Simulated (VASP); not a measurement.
Write the native input for VASP 6.6.1 that does the following.

| Property | Result |
| --- | --- |
| Task | single point |
| Functional | PBE |
| Potentials or basis | VASP PAW PBE potentials, release 64 (Al, N) |
| Cutoff | 520 eV |
| k mesh | 10 × 10 × 10 |
| Occupations | gaussian, width 0.05 eV |
| Spin | no spin polarisation |
| Dipole correction | no |
| Further INCAR settings | ALGO = Normal; EDIFF = 1e-07; NBANDS = 11 |

The structure of AlN lies in POSCAR:

```
AlN
1.0
   -0.1424437406      1.9636887099      1.9636887099
    1.8924668396     -0.0712218703      1.8924668396
    2.0349105802      2.0349105802     -0.2136656109
Al N
1 1
Direct
    0.5000000000      0.5000000000      0.5000000000
    0.0000000000      0.0000000000      0.0000000000
```

This cell differs from its parent crystal: engineering shear strain xz -0.1400, engineering shear strain yz -0.0700.

One way to write it, as run:

INCAR

```
PREC = Accurate
ENCUT = 520
EDIFF = 1E-7
ISMEAR = 0
SIGMA = 0.05
LREAL = F
LASPH = T
NELM = 60
ALGO = Normal
ISIF = 2
LWAVE = F
LCHARG = T
GGA = PE
LELF = T
LVHAR = T
NBANDS = 11
```

KPOINTS

```
regular mesh
0
Gamma
  10 10 10
```

Potentials or basis: VASP PAW PBE potentials, release 64 (Al, N).

Run with:

```console
$ cat potpaw_PBE.64/Al/POTCAR potpaw_PBE.64/N/POTCAR > POTCAR
$ mpirun -np 1 vasp_std > vasp.out
```

It gave:

| Property | Result |
| --- | --- |
| Pressure | 3.0 GPa |
| Band gap on the k mesh | 1.50 eV (least direct gap 3.52 eV) |

Caveat: the cell differs from its parent crystal (engineering shear strain xz -0.1400, engineering shear strain yz -0.0700); the cell stands under pressure.

It took 90 s on 1 thread of Intel Xeon 8259CL (shared host), peak memory 0.2 GiB.
